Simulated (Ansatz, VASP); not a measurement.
**One calculation of Sc, two programs**

Contents of INCAR:

```
SYSTEM = Sc
PREC = Accurate
ENCUT = 520
EDIFF = 1E-7
ISMEAR = 0
SIGMA = 0.15
LREAL = .False.
LASPH = .True.
NELM = 100
ALGO = Fast
ISIF = 2
LWAVE = .False.
LCHARG = .False.
GGA = PE
NBANDS = 18
```

File KPOINTS:

```
Automatic mesh
0
Gamma
  18 18 10
  0 0 0
```

File POSCAR:

```
Sc
1.0
    3.2095339604      0.0000000000      0.0000000000
   -1.6047669802      2.7795379440      0.0000000000
    0.0000000000      0.0000000000      5.1889800000
Sc
2
Direct
    0.3333333333      0.6666666667      0.2500000000
    0.6666666667      0.3333333333      0.7500000000
```

Input for Ansatz:

```yaml
crystal:
  lattice:
    - [3.2095339604, 0.0, 0.0]
    - [-1.6047669802, 2.779537944, 0.0]
    - [0.0, 0.0, 5.18898]
  atoms:
    - { symbol: Sc, position: [0.3333333333, 0.6666666667, 0.25] }
    - { symbol: Sc, position: [0.6666666667, 0.3333333333, 0.75] }
basis:
  ecutwfc: 420
kpoints:
  mp_grid: { grid: [18, 18, 10] }
hamiltonian:
  xc: pbe
scf:
  occupations: { method: gaussian, width: 0.15 }
output:
  forces: true
  stress: true
  eigenvalues: true
```

Change from the starting cell: strain -0.030 along x and y, -0.015 along z, atoms carried along.

Alike in both runs: task single point; functional PBE; k mesh 18 × 18 × 10; occupations gaussian, width 0.15 eV; no spin polarisation.

|  | VASP | Ansatz |
| --- | --- | --- |
| version | VASP 6.6.1 | Ansatz 0.2.0 |
| potentials or method | VASP PAW PBE potentials, release 64 (Sc_sv), cutoff 520 eV | scalar-relativistic, plane waves, PAW |
| valence electrons in the cell | 22 | 22 |

Ansatz gave:

- gap on the k mesh at the Fermi level (eV): none
- pressure (GPa): 3.9
- traceless stress, the component that is largest in VASP (GPa): -2.17

Question: Estimate VASP's values.

Answer: gap on the k mesh at the Fermi level (eV): none; pressure (GPa): 4.0; traceless stress, the component that is largest in VASP (GPa): -2.17.

A gap of «none» marks a metal or a gap that the smearing closes. The functional is the same, so the differences come from potentials, cutoffs and numerics.
